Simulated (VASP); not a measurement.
# HgTe (Coloradoite) (F-43m) in VASP: notebook, part 2 of 2

VASP 6.6.1.

### 4 Single point, RPBE

The input, INCAR:

```
PREC = Accurate
ENCUT = 520
EDIFF = 1E-6
ISMEAR = -1
SIGMA = 0.05
LREAL = F
LASPH = T
NELM = 80
ALGO = Normal
ISIF = 2
LWAVE = F
LCHARG = F
GGA = RP
NBANDS = 16
```

The input, KPOINTS:

```
Automatic mesh
0
Gamma
  7 7 7
```

The input, POSCAR:

```
HgTe
1.0
    0.0000000000      3.2145000000      3.2145000000
    3.2145000000      0.0000000000      3.2145000000
    3.2145000000      3.2145000000      0.0000000000
Hg Te
1 1
Direct
    0.0000000000      0.0000000000      0.0000000000
    0.7500000000      0.7500000000      0.7500000000
```

Potentials or basis: VASP PAW PBE potentials, release 64 (Hg, Te).

On the command line:

```sh
cat potpaw_PBE.64/Hg/POTCAR potpaw_PBE.64/Te/POTCAR > POTCAR
mpirun -np 1 vasp_std > vasp.out
```

OUTCAR:

```text
PREC = Accurate
   ENCUT = 520
   EDIFF = 1E-6
   ISMEAR = -1
   LREAL = F
   LASPH = T
   NELM = 80
   ISIF = 2
   GGA = RP

 ion  position               nearest neighbor table
   1  0.000  0.000  0.000-   2 2.78   2 2.78   2 2.78   2 2.78
   2  0.750  0.750  0.750-   1 2.78   1 2.78   1 2.78   1 2.78

  LATTYP: Found a face centered cubic cell.
 ALAT       =     6.4290000000

  Lattice vectors:

[... 557 lines left out ...]
     15      13.5680      0.00000
     16      15.3699      0.00000

------------------------ aborting loop because EDIFF is reached ----------------------------------------

  FORCE on cell =-STRESS in cart. coord.  units (eV):
  Direction    XX          YY          ZZ          XY          YZ          ZX
  --------------------------------------------------------------------------------------
  -------------------------------------------------------------------------------------
  Total        2.6315319      2.6315319      2.6315319      0.0000000      0.0000000      0.0000000
  in kB       63.4671411     63.4671411     63.4671411      0.0000000      0.0000000      0.0000000
  external PRESSURE =      63.4671411 kB  Pullay stress =       0.0000000 kB

 VOLUME and BASIS-vectors are now :
 -----------------------------------------------------------------------------
  energy-cutoff  :      520.00
  volume of cell :       66.43
      direct lattice vectors                 reciprocal lattice vectors
     0.000000000  3.214500000  3.214500000    -0.155545186  0.155545186  0.155545186
     3.214500000  0.000000000  3.214500000     0.155545186 -0.155545186  0.155545186
     3.214500000  3.214500000  0.000000000     0.155545186  0.155545186 -0.155545186

 POSITION                                       TOTAL-FORCE (eV/Angst)
 -----------------------------------------------------------------------------------
      0.00000      0.00000      0.00000         0.000000      0.000000      0.000000
      4.82175      4.82175      4.82175        -0.000000     -0.000000     -0.000000
 -----------------------------------------------------------------------------------
    total drift:                                0.000000      0.000000      0.000000

  FREE ENERGIE OF THE ION-ELECTRON SYSTEM (eV)
  ---------------------------------------------------
  free  energy   TOTEN  =        -2.7819514778 eV

  energy  without entropy=       -2.7812607160  energy(sigma->0) =       -2.78160610
```

OSZICAR:

```text
N       E                     dE             d eps       ncg     rms          rms(c)
DAV:   1     0.106648185500E+03    0.10665E+03   -0.79030E+03   640   0.966E+02
DAV:   2     0.651654689849E+00   -0.10600E+03   -0.97998E+02   744   0.228E+02
DAV:   3    -0.293979899908E+01   -0.35915E+01   -0.35847E+01   792   0.435E+01
DAV:   4    -0.297151892666E+01   -0.31720E-01   -0.31718E-01   944   0.385E+00
DAV:   5    -0.297159823990E+01   -0.79313E-04   -0.79313E-04   816   0.179E-01    0.805E+00
DAV:   6    -0.278602520760E+01    0.18557E+00   -0.36066E-01   736   0.810E+00    0.622E+00
DAV:   7    -0.278091157831E+01    0.51136E-02   -0.10504E-01   712   0.223E+00    0.214E+00
DAV:   8    -0.278138355394E+01   -0.47198E-03   -0.12389E-02   752   0.127E+00    0.534E-01
DAV:   9    -0.278177667890E+01   -0.39312E-03   -0.94579E-04   768   0.336E-01    0.147E-01
DAV:  10    -0.278189447094E+01   -0.11779E-03   -0.14365E-04   736   0.977E-02    0.480E-02
DAV:  11    -0.278195449550E+01   -0.60025E-04   -0.13769E-04   712   0.801E-02    0.494E-02
DAV:  12    -0.278195169889E+01    0.27966E-05   -0.57999E-06   760   0.241E-02    0.291E-02
DAV:  13    -0.278195147780E+01    0.22109E-06   -0.37110E-06   680   0.115E-02
   1 F= -.27819515E+01 E0= -.27816061E+01  d E =-.690762E-03
```

Wall time 10 s (1 thread of Intel Xeon Platinum 8559C (Emerald Rapids), shared host); peak memory 0.2 GiB.

What came out:

```yaml
Free_energy: -2.7820 eV
Pressure: 6.3 GPa
Band_gap_on_the_k_mesh: zero (filled and empty bands touch)
```

Levels at points of the mesh, in eV from the Fermi level:
```
           k point  band 6  band 7  band 8  band 9  band 10  band 11  band 12  band 13
(0.00, 0.00, 0.00)   -6.95   -0.63   -0.04   -0.04    -0.04     4.20     4.20     4.20
```

Caveat: the PAW data sets were made with another functional, which shifts forces and pressure a little; spin-orbit coupling is left out, which moves the levels of the heavy elements.

### 5 Summary

| level | gap on the mesh (eV) | pressure (GPa) |
| --- | --- | --- |
| PBE+D4 | none | 2.5 |
| PBEsol+D3(BJ) | none | 0.2 |
| RPBE | none | 6.3 |

Alike in all rows: task single point; potentials or basis VASP PAW PBE potentials, release 64 (Hg, Te); no spin polarisation; cell as given; k mesh 7 × 7 × 7; cutoff (eV) 520; smearing fermi-dirac 0.05 eV.

Every run on the cell as given and a fine mesh finds a metal. The pressure there spans 0.2 GPa (PBEsol+D3(BJ)) to 6.3 GPa (RPBE); a positive pressure means that this level wants a larger cell, a negative one a smaller.

Caveats: spin-orbit coupling is left out, which moves the levels of the heavy elements; pairwise dispersion overbinds metals, which lowers pressure and volume (some runs); the PAW data sets were made with another functional, which shifts forces and pressure a little (some runs).

Total energies depend on the potentials used, so only differences within one code and one set of settings carry meaning.
